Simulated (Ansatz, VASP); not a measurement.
## Two plane-wave programs on In2Ga3

```
In Ga
1.0
    -2.67798    2.67798    2.74037
     2.67798   -2.67798    2.74037
     2.67798    2.67798   -2.74037
In Ga
2 3
Cartesian
  0.0000 2.6780 0.0000
  2.6780 0.0000 0.0000
  0.0000 0.0000 1.7170
  0.0000 0.0000 3.7637
  0.0000 0.0000 0.0000
```

Alike in both runs: task single point; functional PBE; k mesh 4 × 4 × 4; occupations gaussian, width 0.1 eV; no spin polarisation.

|  | VASP | Ansatz |
| --- | --- | --- |
| version | VASP 6.6.1 | Ansatz 0.2.0 |
| potentials or method | VASP PAW PBE potentials, release 64 (In_d, Ga_d), cutoff 520 eV | scalar-relativistic, plane waves, PAW |
| valence electrons in the cell | 65 | 65 |

|  | VASP | Ansatz | Ansatz less VASP |
| --- | --- | --- | --- |
| gap on the k mesh at the Fermi level (eV) | none | none | - |
| rms of the force components (eV/Å) | 6.277 | 6.019 | -0.2582 |

Atom by atom the forces differ by 0.258 eV/Å (rms over components). A gap of «none» marks a metal or a gap that the smearing closes. With one functional, cell and mesh, what is left measures potentials, basis and numerics.

The k mesh is coarse, so the values compare programs but aren't converged.
